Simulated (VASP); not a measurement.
TiMoSe4:

```xyz
6
Lattice="4.3277 0.0000 0.0000 -2.1638 3.7479 0.0000 0.0000 0.0000 9.1311" Properties=species:S:1:pos:R:3 pbc="T T T"
Ti    0.0000    0.0000    4.5656
Mo    0.0000    0.0000    0.0000
Se    0.0000    2.4986    4.5656
Se    2.1638    1.2493    4.5656
Se    0.0000    0.0000    6.3640
Se    0.0000    0.0000    2.7671
```

* Program: VASP 6.6.1
* Task: relaxation of cell and atoms
* Functional: PBE
* Potentials or basis: VASP PAW PBE potentials, release 64 (Ti_sv, Mo_sv, Se)
* Cutoff: 600 eV
* k mesh: 3 × 3 × 2
* Occupations: gaussian, width 0.15 eV
* Spin: collinear spin, ferromagnetic start
* Starting moments: [1.0, 1.0, 0.0, 0.0, 0.0, 0.0] μB

At the start: pressure 39.4 GPa; volume 24.68 Å³/atom.

Problem. How do energy, volume and symmetry change on relaxing?

Solution. Over 13 steps the energy falls by 2143.6 meV/atom and the volume is 31.64 Å³/atom (+28.2 %); space group P6/mmm (No. 191, to 0.05 Å); moment 2.90 μB per cell.

The path:
```csv
step,energy change (eV),largest force (eV/Å),pressure (GPa),volume (Å³)
1,0.0000,22.8181,39.35,148.10
2,-8.9530,2.3448,-5.01,308.65
3,-9.0656,2.3215,-5.09,298.46
4,-9.1628,2.2476,-3.57,288.68
5,-9.3655,2.2428,-5.14,277.48
6,-11.2199,1.5922,-3.54,207.39
7,-11.8752,1.8128,1.73,176.45
8,-12.8008,0.3565,1.71,185.99
9,-12.8359,0.2393,1.24,184.66
10,-12.8356,0.1777,1.28,184.81
11,-12.8587,0.1973,-0.40,190.98
12,-12.8596,0.1919,-0.14,189.95
13,-12.8619,0.0569,-0.04,189.84
```

Final structure:
```cif
data_structure
_symmetry_space_group_name_H-M 'P 1'
_symmetry_Int_Tables_number 1
_cell_length_a 4.7330
_cell_length_b 4.7330
_cell_length_c 9.7859
_cell_angle_alpha 90.000
_cell_angle_beta 90.000
_cell_angle_gamma 120.000
_cell_volume 189.84
loop_
_atom_site_label
_atom_site_type_symbol
_atom_site_fract_x
_atom_site_fract_y
_atom_site_fract_z
_atom_site_occupancy
Ti1 Ti 0.00000 0.00000 0.50000 1
Mo1 Mo 0.00000 0.00000 0.00000 1
Se1 Se 0.33333 0.66667 0.50000 1
Se2 Se 0.66667 0.33333 0.50000 1
Se3 Se 0.00000 0.00000 0.76076 1
Se4 Se 0.00000 0.00000 0.23924 1
```

Caveat: the k points lie up to 0.51 Å⁻¹ apart in the final cell; the volume moved by over 15 % at a fixed basis, so the end points are rough; the relaxation stopped at a loose force limit of 0.08 eV/Å, so its end isn't a converged minimum.
